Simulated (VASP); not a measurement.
# LaF4 (I4/mmm) in VASP: single point with PBE

Aim: the single point of LaF4 with PBE.

All numbers are computed with VASP 6.6.1; they aren't measurements. Logs are shortened: lines on timing, memory, paths and dates and some standing lists are left out, and cuts for length are marked.

**1. The cell of the first run**

Symmetry: I4/mmm, No. 139, tetragonal system. The conventional cell has a = 4.179 Å, b = 4.179 Å, c = 10.427 Å, α = 90.00°, β = 90.00°, γ = 90.00°. Within 4.1 Å of La (site symmetry 4/mmm) lie 16 F at 3.15 to 3.34 Å. Within 3.4 Å of F (site symmetry -4m2) lie 8 F at 2.58 to 2.96 Å and 4 La at 3.34 Å. Within 2.9 Å of F (site symmetry 4mm) lie 5 F at 2.17 to 2.58 Å.

**2. Single point, PBE**

Contents of INCAR:

```
ALGO = Normal ; EDIFF = 1E-6
ENCUT = 520 ; GGA = PE
ISIF = 2 ; ISMEAR = 0
LASPH = True ; LCHARG = True
LELF = True ; LREAL = False
LVHAR = True ; LWAVE = False
NBANDS = 28 ; NELM = 80
PREC = Accurate ; SIGMA = 0.1
```

Contents of KPOINTS:

```
k-points
0
Gamma
  6 6 6
```

Contents of POSCAR:

```
LaF4
1.0
   -2.0896300400      2.0896300400      5.2135385500
    2.0896300400     -2.0896300400      5.2135385500
    2.0896300400      2.0896300400     -5.2135385500
La F
1 4
Direct
    0.0000000000      0.0000000000      0.0000000000
    0.7500000000      0.2500000000      0.5000000000
    0.2500000000      0.7500000000      0.5000000000
    0.3957180100      0.3957180100      0.0000000000
    0.6042819900      0.6042819900      0.0000000000
```

Potentials or basis: VASP PAW PBE potentials, release 64 (La, F).

On the command line:

```bash
$ cat potpaw_PBE.64/La/POTCAR potpaw_PBE.64/F/POTCAR > POTCAR
$ mpirun -np 1 vasp_std > vasp.out
```

OUTCAR:

```text
EDIFF = 1E-6
   ENCUT = 520
   GGA = PE
   ISIF = 2
   ISMEAR = 0
   LASPH = True
   LREAL = False
   NELM = 80
   PREC = Accurate

 ion  position               nearest neighbor table
   1  0.000  0.000  0.000-
   2  0.750  0.250  0.500-
   3  0.250  0.750  0.500-
   4  0.396  0.396  0.000-
   5  0.604  0.604  0.000-

  LATTYP: Found a body centered tetragonal cell.
 ALAT       =     4.1792600800
 C/A-ratio  =     2.4949576960

  Lattice vectors:

 A1 = (  -2.0896300400,   2.0896300400,   5.2135385500)
 A2 = (   2.0896300400,  -2.0896300400,   5.2135385500)
 A3 = (   2.0896300400,   2.0896300400,  -5.2135385500)

Analysis of symmetry for initial positions (statically):
=====================================================================
 Subroutine PRICEL returns:
 Original cell was already a primitive cell.

 Routine SETGRP: Setting up the symmetry group for a
 body centered tetragonal supercell.

 Subroutine GETGRP returns: Found 16 space group operations
 (whereof 16 operations were pure point group operations)
 out of a pool of 16 trial point group operations.

The static configuration has the point symmetry D_4h.

Analysis of symmetry for dynamics (positions and initial velocities):
=====================================================================
 Subroutine PRICEL returns:
 Original cell was already a primitive cell.

 Routine SETGRP: Setting up the symmetry group for a
 body centered tetragonal supercell.

 Subroutine GETGRP returns: Found 16 space group operations
 (whereof 16 operations were pure point group operations)
 out of a pool of 16 trial point group operations.

The dynamic configuration has the point symmetry D_4h.

 Subroutine INISYM returns: Found 16 space group operations
 (whereof 16 operations are pure point group operations),
 and found     1 'primitive' translations

----------------------------------------------------------------------------------------

                                     Primitive cell

  volume of cell :      91.0608

  direct lattice vectors                    reciprocal lattice vectors
    -2.089630040  2.089630040  5.213538550     0.000000000  0.239276805  0.095904153
     2.089630040 -2.089630040  5.213538550     0.239276805  0.000000000  0.095904153
     2.089630040  2.089630040 -5.213538550     0.239276805  0.239276805  0.000000000

  length of vectors
     5.992836692  5.992836692  5.992836692     0.257780907  0.257780907  0.338388503

  position of ions in fractional coordinates (direct lattice)
     0.000000000  0.000000000  0.000000000
     0.750000000  0.250000000  0.500000000
     0.250000000  0.750000000  0.500000000
     0.395718010  0.395718010  0.000000000
     0.604281990  0.604281990  0.000000000

  ion indices of the primitive-cell ions
   primitive index   ion index
                 1           1
                 2           2
                 3           3
                 4           4
                 5           5

----------------------------------------------------------------------------------------

 KPOINTS: k-points

Automatic generation of k-mesh.
 Grid dimensions read from file:
 generate k-points for:    6    6    6

 Generating k-lattice:

  Cartesian coordinates                     Fractional coordinates (reciprocal lattice)
     0.000000000  0.039879468  0.015984026     0.166666667 -0.000000000  0.000000000
     0.039879468  0.000000000  0.015984026    -0.000000000  0.166666667  0.000000000
     0.039879468  0.039879468  0.000000000     0.000000000  0.000000000  0.166666667

  Length of vectors
     0.042963485  0.042963485  0.056398084

  Shift w.r.t. Gamma in fractional coordinates (k-lattice)
     0.000000000  0.000000000  0.000000000

 Subroutine IBZKPT returns following result:
 ===========================================

 Found     30 irreducible k-points:

 Following reciprocal coordinates:
            Coordinates               Weight
  0.000000  0.000000  0.000000      1.000000
  0.166667  0.000000 -0.000000      8.000000
  0.333333  0.000000 -0.000000      8.000000
  0.500000  0.000000 -0.000000      4.000000
  0.166667  0.166667 -0.000000      8.000000
  0.333333  0.166667 -0.000000     16.000000
[... 16 lines left out ...]
 -0.333333 -0.333333  0.166667      8.000000
 -0.166667 -0.333333  0.166667      8.000000
 [... further k-points ...]
   k-points           NKPTS =     30   k-points in BZ     NKDIM =     30   number of bands    NBANDS=     28
   number of dos      NEDOS =    301   number of ions     NIONS =      5
   total plane-waves  NPLWV = 110592
   dimension x,y,z NGX =    48 NGY =   48 NGZ =   48
   dimension x,y,z NGXF=    96 NGYF=   96 NGZF=   96
   ions per type =               1   4
   NGX,Y,Z   is equivalent  to a cutoff of  13.32, 13.32, 13.32 a.u.
   NGXF,Y,Z  is equivalent  to a cutoff of  26.63, 26.63, 26.63 a.u.
 SYSTEM =  unknown system
   PREC   = accura    normal or accurate (medium, high low for compatibility)
   ISTART =      0    job   : 0-new  1-cont  2-samecut
   ICHARG =      2    charge: 1-file 2-atom 10-const
   ISPIN  =      1    spin polarized calculation?
   LNONCOLLINEAR =      F non collinear calculations
   LSORBIT =      F    spin-orbit coupling
   LASPH  =      T    aspherical Exc in radial PAW
   ENCUT  =  520.0 eV  38.22 Ry    6.18 a.u.  11.14 11.14 11.14*2*pi/ulx,y,z
   NELM   =     80;   NELMIN=  2; NELMDL= -5     # of ELM steps
   EDIFF  = 0.1E-05   stopping-criterion for ELM
   LREAL  =      F    real-space projection
   EDIFFG = 0.1E-04   stopping-criterion for IOM
   NSW    =      0    number of steps for IOM
   IBRION =     -1    ionic relax: 0-MD 1-quasi-New 2-CG
   NFREE  =      0    steps in history (QN), initial steepest desc. (CG)
   ISIF   =      2    stress and relaxation
   ISYM   =      2    0-nonsym 1-usesym 2-fastsym
   POTIM  = 0.5000    time-step for ionic-motion
   TEBEG  =    0.0;   TEEND  =   0.0 temperature during run
   PSTRESS=    0.0 pullay stress
   NELECT =      39.0000    total number of electrons
   NUPDOWN=      -1.0000    fix difference up-down
   EMIN   =  10.00;   EMAX   =-10.00  energy-range for DOS
   EFERMI =   0.00;   METHOD = LEGACY
   ISMEAR =     0;   SIGMA  =   0.10  broadening in eV -4-tet -1-fermi 0-gaus
   EFERMI_NEDOS =   21; number of points for ismear=-14 and -15
   IALGO  =     38    algorithm
   IMIX   =      4    mixing-type and parameters
     AMIX     =   0.40;   BMIX     =  1.00
     AMIX_MAG =   1.60;   BMIX_MAG =  1.00
  volume/ion in A,a.u.               =      18.21       122.90
  Fermi-wavevector in a.u.,A,eV,Ry     =   1.234012  2.331944 20.718742  1.522785
  Thomas-Fermi vector in A             =   2.368719
   LORBIT       =      0    0 simple, 1 ext, 2 COOP (PROOUT), +10 PAW based schemes
   GGA     = PE    functional components
   LHFCALC =     F    Hartree Fock is set to
   AEXX    =    0.0000 exact exchange contribution
   IVDW    =     0    specifies the selected vdW correction
   LEPSILON=     F    determine dielectric tensor
   LRPA    =     F    only Hartree local field effects (RPA)
 non-spin polarized calculation
 Gauss-broadening in eV      SIGMA  =   0.10
  energy-cutoff  :      520.00
  volume of cell :       91.06
 maximum number of plane-waves:      2476
 NGX is ok and might be reduce to    48
   NGX = 23   NGY = 23   NGZ = 23

 number of electron      38.9999999 magnetization

 Free energy of the ion-electron system (eV)
  ---------------------------------------------------
  ext. energy  EPLUGINS =         0.00000000
  ---------------------------------------------------
  free energy    TOTEN  =       -21.65764008 eV

  energy without entropy =      -21.59501369  energy(sigma->0) =      -21.62632689

 E-fermi :   0.8748     XC(G=0):  -8.7944

 val. band max:        0.8740634891   @ k =   0.3333   0.3333   0.1667
 cond. band min:       0.8808250150   @ k =   0.5000   0.0000  -0.0000
 fundamental gap:      0.0067615259
 Fermi energy:         0.8747549170

 k-point     1 :       0.0000    0.0000    0.0000
  band No.  band energies     occupation
      1     -32.7102      2.00000
      2     -20.0714      2.00000
      3     -19.2819      2.00000
      4     -18.4882      2.00000
      5     -18.3023      2.00000
      6     -16.0413      2.00000
[... 20 lines left out ...]
     27       2.0563      0.00000
     28       2.8319      0.00000

 k-point     2 :       0.1667    0.0000   -0.0000
  band No.  band energies     occupation
      1     -32.7066      2.00000
      2     -20.0670      2.00000
      3     -19.2896      2.00000
      4     -18.4765      2.00000
      5     -18.3216      2.00000
      6     -16.0712      2.00000
[... 20 lines left out ...]
     27       2.0589      0.00000
     28       3.0376      0.00000

 k-point     3 :       0.3333    0.0000   -0.0000
  band No.  band energies     occupation
      1     -32.6994      2.00000
      2     -20.0563      2.00000
      3     -19.3048      2.00000
      4     -18.4506      2.00000
      5     -18.3657      2.00000
      6     -16.1279      2.00000
[... 20 lines left out ...]
     27       2.0702      0.00000
     28       3.3295      0.00000

 k-point     4 :       0.5000    0.0000   -0.0000
  band No.  band energies     occupation
      1     -32.6957      2.00000
      2     -20.0506      2.00000
      3     -19.3122      2.00000
      4     -18.4303      2.00000
      5     -18.3972      2.00000
      6     -16.1549      2.00000
[... 578 lines left out ...]
     27       2.0723      0.00000
     28       3.2853      0.00000

 k-point    23 :      -0.3333   -0.3333    0.1667
  band No.  band energies     occupation
      1     -32.7029      2.00000
      2     -20.0197      2.00000
      3     -19.3812      2.00000
      4     -18.4307      2.00000
      5     -18.3413      2.00000
      6     -16.0856      2.00000
[... 20 lines left out ...]
     27       2.0606      0.00000
     28       3.1497      0.00000

 k-point    24 :      -0.1667   -0.3333    0.1667
  band No.  band energies     occupation
      1     -32.7065      2.00000
      2     -20.0376      2.00000
      3     -19.3596      2.00000
      4     -18.4445      2.00000
      5     -18.3224      2.00000
      6     -16.0707      2.00000
[... 20 lines left out ...]
     27       2.0674      0.00000
     28       2.8883      0.00000

 [... further k-points ...]
[... 5 lines left out ...]
  --------------------------------------------------------------------------------------
  -------------------------------------------------------------------------------------
  Total       -6.4248304     -6.4248304    -11.5707617     -0.0000000      0.0000000      0.0000000
  in kB     -113.0422683   -113.0422683   -203.5828298     -0.0000000      0.0000000      0.0000000
  external PRESSURE =    -143.2224554 kB  Pullay stress =       0.0000000 kB

 VOLUME and BASIS-vectors are now :
 -----------------------------------------------------------------------------
  energy-cutoff  :      520.00
  volume of cell :       91.06
      direct lattice vectors                 reciprocal lattice vectors
    -2.089630040  2.089630040  5.213538550     0.000000000  0.239276805  0.095904153
     2.089630040 -2.089630040  5.213538550     0.239276805  0.000000000  0.095904153
     2.089630040  2.089630040 -5.213538550     0.239276805  0.239276805  0.000000000

 POSITION                                       TOTAL-FORCE (eV/Angst)
 -----------------------------------------------------------------------------------
      0.00000      0.00000      0.00000         0.000000      0.000000      0.000000
     -0.00000      2.08963      2.60677         0.000000      0.000000     -0.000000
      2.08963     -0.00000      2.60677         0.000000      0.000000      0.000000
      0.00000      0.00000      4.12618         0.000000      0.000000      0.920471
      0.00000      0.00000      6.30089        -0.000000     -0.000000     -0.920471
 -----------------------------------------------------------------------------------
    total drift:                                0.000000     -0.000000      0.000000

  FREE ENERGIE OF THE ION-ELECTRON SYSTEM (eV)
  ---------------------------------------------------
  free  energy   TOTEN  =       -21.6576400808 eV

  energy  without entropy=      -21.5950136939  energy(sigma->0) =      -21.62632689
```

It took 2.1 min on 1 thread of AMD EPYC 9R45 (Zen 5), shared host; peak memory 0.34 GiB.

What came out:

* Free energy: -21.6576 eV
* Pressure: -14.3 GPa
* Largest force: 0.920 eV/Å

Forces in eV/Å, atoms in the order of the input:
```
La   0.000  0.000  0.000
F    0.000  0.000  0.000
F    0.000  0.000  0.000
F    0.000  0.000  0.920
F    0.000  0.000 -0.920
```

Caveat: spin-orbit coupling is left out, which moves the levels of the heavy elements; an odd number of electrons without spin polarisation forces a metal; a magnetic or distorted state may lie lower.
